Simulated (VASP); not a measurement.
# TiO (P-6m2) in VASP: further runs, part 2 of 2

VASP 6.6.1. Earlier steps stand in the parts before.

## 4. Single point, r2SCAN

This run uses another cell than the first one, of the same volume but with other edges.

The input, POSCAR:

```
TiO
1.0
    3.1164235284      0.0000000000      0.0000000000
   -1.5582117642      2.6989019446      0.0000000000
    0.0000000000      0.0000000000      3.0626344039
Ti O
1 1
Direct
    0.6666666667      0.3333333333      0.0000000000
    0.0000000000      0.0000000000      0.5000000000
```

The input, INCAR.step1:

```
SYSTEM = TiO
ALGO     = Normal         ! electronic algorithm
EDIFF    = 1E-4           ! SCF threshold, eV
ENCUT    = 520            ! plane-wave cutoff, eV
GGA      = PE             ! functional
ISMEAR   = 0              ! smearing method
LASPH    = .True.         ! aspherical terms in the spheres
LCHARG   = .False.        ! write CHGCAR
LREAL    = .False.        ! projectors in reciprocal space
LWAVE    = .True.         ! write WAVECAR
NBANDS   = 16             ! bands
NELM     = 100            ! most SCF steps
PREC     = Accurate       ! precision mode
SIGMA    = 0.03           ! smearing width, eV
```

The input, INCAR.step2:

```
SYSTEM = TiO
ALGO     = Normal         ! electronic algorithm
EDIFF    = 1E-6           ! SCF threshold, eV
ENCUT    = 520            ! plane-wave cutoff, eV
ISIF     = 2              ! what is computed and relaxed
ISMEAR   = 0              ! smearing method
ISTART   = 1            
LASPH    = .True.         ! aspherical terms in the spheres
LCHARG   = .False.        ! write CHGCAR
LMIXTAU  = .True.       
LREAL    = .False.        ! projectors in reciprocal space
LWAVE    = .False.        ! write WAVECAR
METAGGA  = R2SCAN         ! meta-GGA
NBANDS   = 16             ! bands
NELM     = 100            ! most SCF steps
PREC     = Accurate       ! precision mode
SIGMA    = 0.03           ! smearing width, eV
```

The input, KPOINTS:

```
k-points
0
Gamma
  12 12 12
  0 0 0
```

Potentials or basis: VASP PAW PBE potentials, release 64 (Ti_sv, O).

Started as:

```console
cat potpaw_PBE.64/Ti_sv/POTCAR potpaw_PBE.64/O/POTCAR > POTCAR
cp INCAR.step1 INCAR
mpirun -np 1 vasp_std > vasp.out
cp INCAR.step2 INCAR
mpirun -np 1 vasp_std > vasp.out
```

OUTCAR:

```text
SYSTEM = TiO
   EDIFF = 1E-6
   ENCUT = 520
   ISIF = 2
   ISMEAR = 0
   ISTART = 1
   LASPH = .True.
   LREAL = .False.
   METAGGA = R2SCAN
   NELM = 100
   PREC = Accurate

 ion  position               nearest neighbor table
   1  0.667  0.333  0.000-   2 2.36   2 2.36   2 2.36   2 2.36   2 2.36   2 2.36
   2  0.000  0.000  0.500-   1 2.36   1 2.36   1 2.36   1 2.36   1 2.36   1 2.36

  LATTYP: Found a hexagonal cell.
 ALAT       =     3.1164235284
 C/A-ratio  =     0.9827401109

  Lattice vectors:

 A1 = (   3.1164235284,   0.0000000000,   0.0000000000)
[... 628 lines left out ...]
      5     -12.9255      2.00000
      6       0.9624      2.00000
[... 8 lines left out ...]
     15      18.1433      0.00000
     16      21.2678      0.00000

 [... further k-points ...]
[... 5 lines left out ...]
  --------------------------------------------------------------------------------------
  -------------------------------------------------------------------------------------
  Total       -6.3160867     -6.3160867     -6.0822666      0.0000000      0.0000000      0.0000000
  in kB     -392.8438239   -392.8438240   -378.3008315      0.0000000      0.0000000      0.0000000
  external PRESSURE =    -387.9961598 kB  Pullay stress =       0.0000000 kB

 VOLUME and BASIS-vectors are now :
 -----------------------------------------------------------------------------
  energy-cutoff  :      520.00
  volume of cell :       25.76
      direct lattice vectors                 reciprocal lattice vectors
     3.116423528  0.000000000  0.000000000     0.320880648  0.185260528  0.000000000
    -1.558211764  2.698901945  0.000000000     0.000000000  0.370521057  0.000000000
     0.000000000  0.000000000  3.062634404     0.000000000  0.000000000  0.326516282

 POSITION                                       TOTAL-FORCE (eV/Angst)
 -----------------------------------------------------------------------------------
      1.55821      0.89963      0.00000         0.000000     -0.000000      0.000000
      0.00000      0.00000      1.53132        -0.000000      0.000000      0.000000
 -----------------------------------------------------------------------------------
    total drift:                               -0.000000      0.000000      0.000000

  FREE ENERGIE OF THE ION-ELECTRON SYSTEM (eV)
  ---------------------------------------------------
  free  energy   TOTEN  =       -23.3772793026 eV

  energy  without entropy=      -23.3772289825  energy(sigma->0) =      -23.37725414
```

OUTCAR.step1:

```text
SYSTEM = TiO
   EDIFF = 1E-4
   ENCUT = 520
   GGA = PE
   ISMEAR = 0
   LASPH = .True.
   LREAL = .False.
[... 678 lines left out ...]
      1.55821      0.89963      0.00000         0.000000     -0.000000      0.000000
      0.00000      0.00000      1.53132        -0.000000      0.000000      0.000000
 -----------------------------------------------------------------------------------
    total drift:                               -0.000001      0.000000      0.000000

  FREE ENERGIE OF THE ION-ELECTRON SYSTEM (eV)
  ---------------------------------------------------
  free  energy   TOTEN  =       -16.8811051481 eV

  energy  without entropy=      -16.8810531191  energy(sigma->0) =      -16.88107913
```

Wall time 3.5 min (1 thread of Intel Xeon 8259CL, shared host); peak memory 0.19 GiB.

What came out:

| Property | Result |
| --- | --- |
| Free energy | -23.3773 eV |
| Pressure | -38.8 GPa |
| Band gap on the k mesh | zero (bands 9 and 10 overlap by 0.03 eV) |

Levels at points of the mesh, in eV from the Fermi level:
| k point | band 6 | band 7 | band 8 | band 9 | band 10 | band 11 | band 12 | band 13 |
| --- | --- | --- | --- | --- | --- | --- | --- | --- |
| (0.00, 0.00, 0.00) | -4.87 | -4.87 | -4.74 | -2.36 | 0.16 | 1.06 | 1.06 | 1.55 |
| (0.50, 0.00, 0.00) | -7.48 | -5.29 | -4.80 | -1.82 | 1.02 | 1.27 | 1.87 | 2.03 |
| (0.00, 0.00, 0.50) | -7.93 | -4.58 | -4.58 | -0.02 | -0.02 | 0.34 | 1.44 | 1.44 |
| (0.50, 0.00, 0.50) | -6.79 | -6.58 | -5.48 | -0.82 | 1.05 | 1.80 | 1.85 | 2.44 |

Caveat: the cell stands under tension; the PAW data sets were made with another functional, which shifts forces and pressure a little; semilocal functionals often make such compounds metallic where correlation or magnetic order opens a gap, which also shifts bond lengths.

## 5. Single point, r2SCAN

This run uses another cell than the first one, of the same volume but with other edges.

The input, POSCAR:

```
TiO
1.0
    2.9362172690      0.0000000000      0.0000000000
   -1.4681086345      2.5428387460      0.0000000000
    0.0000000000      0.0000000000      3.4501003620
Ti O
1 1
Direct
    0.6666666667      0.3333333333      0.0000000000
    0.0000000000      0.0000000000      0.5000000000
```

The input, INCAR.step1:

```
ALGO = Normal
EDIFF = 1E-4
ENCUT = 520
GGA = PE
ISMEAR = 0
LASPH = T
LCHARG = F
LREAL = F
LWAVE = T
NBANDS = 16
NELM = 100
PREC = Accurate
SIGMA = 0.03
```

The input, INCAR.step2:

```
ALGO = Normal
EDIFF = 1E-6
ENCUT = 520
ISIF = 2
ISMEAR = 0
ISTART = 1
LASPH = T
LCHARG = F
LMIXTAU = T
LREAL = F
LWAVE = F
METAGGA = R2SCAN
NBANDS = 16
NELM = 100
PREC = Accurate
SIGMA = 0.03
```

The input, KPOINTS:

```
k-points
0
Gamma
  12 12 12
```

Started as:

```console
cat potpaw_PBE.64/Ti_sv/POTCAR potpaw_PBE.64/O/POTCAR > POTCAR
cp INCAR.step1 INCAR
mpirun -np 1 vasp_std > vasp.out
cp INCAR.step2 INCAR
mpirun -np 1 vasp_std > vasp.out
```

Run time: 4.2 min. Hardware: 1 thread of Intel Xeon 8259CL, shared host; peak memory 0.19 GiB.

The run converged. Its results:

```yaml
Free_energy: -22.9287 eV
Pressure: -38.5 GPa
Band_gap_on_the_k_mesh: 0.07 eV (least direct gap 0.45 eV)
```

Stress tensor (GPa, compression positive):
```
-21.56   0.00   0.00
  0.00 -21.56   0.00
  0.00   0.00 -72.31
```

Levels at points of the mesh, in eV from the valence-band top:
```csv
k point,band 7,band 8,band 9,band 10,band 11,band 12
"(0.00, 0.00, 0.00)",-3.07,-3.07,-2.78,0.96,0.96,1.68
"(0.50, 0.00, 0.00)",-5.06,-3.22,-1.76,1.49,2.00,2.08
"(0.00, 0.00, 0.50)",-2.86,-2.86,-0.57,0.19,0.19,2.12
"(0.50, 0.00, 0.50)",-5.71,-3.86,-1.13,1.17,1.85,2.55
```

Caveat: the cell stands under tension; the PAW data sets were made with another functional, which shifts forces and pressure a little. A k mesh can miss the band edges.

## 6. Overview

| cell | gap on the mesh (eV) | pressure (GPa) |
| --- | --- | --- |
| a = 3.200, b = 3.200, c = 2.905 Å, angles 90.0, 90.0, 120.0°, 2 atoms | none | -37.3 |
| a = 2.852, b = 2.852, c = 3.656 Å, angles 90.0, 90.0, 120.0°, 2 atoms | none | -36.5 |
| a = 3.116, b = 3.116, c = 3.063 Å, angles 90.0, 90.0, 120.0°, 2 atoms | none | -38.8 |
| a = 2.936, b = 2.936, c = 3.450 Å, angles 90.0, 90.0, 120.0°, 2 atoms | 0.07 | -38.5 |

Alike in all rows: task single point; level r2SCAN; potentials or basis VASP PAW PBE potentials, release 64 (Ti_sv, O); no spin polarisation; k mesh 12 × 12 × 12; cutoff (eV) 520; smearing gaussian 0.03 eV.

Caveats: the cell stands under tension; the PAW data sets were made with another functional, which shifts forces and pressure a little; semilocal functionals often make such compounds metallic where correlation or magnetic order opens a gap, which also shifts bond lengths (at least some runs).

Absolute energies hang on the potentials; compare differences alone.
